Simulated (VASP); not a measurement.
Here is a VASP 6.6.1 calculation.

Contents of INCAR:

```
SYSTEM = GaC3
PREC     = Accurate       ! precision mode
ENCUT    = 520            ! plane-wave cutoff, eV
EDIFF    = 1E-6           ! SCF threshold, eV
ISMEAR   = -1             ! smearing method
SIGMA    = 0.15           ! smearing width, eV
LREAL    = .FALSE.        ! projectors in reciprocal space
LASPH    = .TRUE.         ! aspherical terms in the spheres
NELM     = 100            ! most SCF steps
ALGO     = Normal         ! electronic algorithm
ISIF     = 2              ! what is computed and relaxed
LWAVE    = .FALSE.        ! write WAVECAR
LCHARG   = .FALSE.        ! write CHGCAR
GGA      = PE             ! functional
NBANDS   = 20             ! bands
```

KPOINTS

```
regular mesh
0
G
  5 5 5
  0 0 0
```

Contents of POSCAR:

```
GaC3
1.0
    3.1973800000      0.0041300000      0.0384800000
    0.0041300000      3.3283500000     -0.0125200000
    0.0384800000     -0.0125200000      3.2736300000
Ga C
1 3
Direct
    0.9882600000      0.0068400000      0.0279200000
    0.0228760171      0.4955019605      0.5080664327
    0.5025100000      0.9911900000      0.5325000000
    0.5101400000      0.4944500000      0.9800900000
```

Potentials or basis: VASP PAW PBE potentials, release 64 (Ga_d, C).

Launch:

```bash
$ cat potpaw_PBE.64/Ga_d/POTCAR potpaw_PBE.64/C/POTCAR > POTCAR
$ mpirun -np 1 vasp_std > vasp.out
```

(1) Estimate the largest force.

(2) What does it give for the pressure?

## Answers

(1) 1.595 eV/Å.

(2) 10.8 GPa.

Caveat: the k points lie up to 0.39 Å⁻¹ apart; forces of over 1 eV/Å act on the atoms, so gaps and moduli don't describe the material at rest.
